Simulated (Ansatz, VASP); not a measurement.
# BP4 in VASP and in Ansatz

```xyz
5
Lattice="3.1716 0.0000 0.0000 -1.5858 2.7467 0.0000 0.0000 0.0000 11.0321" Properties=species:S:1:pos:R:3 pbc="T T T"
B     1.5858    0.9156    5.5160
P     0.0000    1.8311    1.5585
P     0.0000    1.8311    9.4736
P     0.0000    0.0000    5.5160
P     1.5858    0.9156    0.0000
```

Alike in both runs: functional PBE; k mesh 12 × 12 × 4; occupations gaussian, width 0.1 eV; no spin polarisation.

Ansatz relaxed the structure, and its values are those at the end. VASP's run is a single point on that final structure, the one shown.

|  | VASP | Ansatz |
| --- | --- | --- |
| version | VASP 6.6.1 | Ansatz 0.2.0 |
| potentials or method | VASP PAW PBE potentials, release 64 (B, P), cutoff 520 eV | scalar-relativistic, plane waves, PAW |
| valence electrons in the cell | 23 | 23 |

```csv
,VASP,Ansatz,Ansatz less VASP
gap on the k mesh at the Fermi level (eV),none,none,-
pressure (GPa),-0.2,0.0,+0.20
rms of the force components (eV/Å),0.010,0.000,-0.0093
```

A gap of «none» marks a metal or a gap that the smearing closes. With one functional, cell and mesh, what is left measures potentials, basis and numerics.
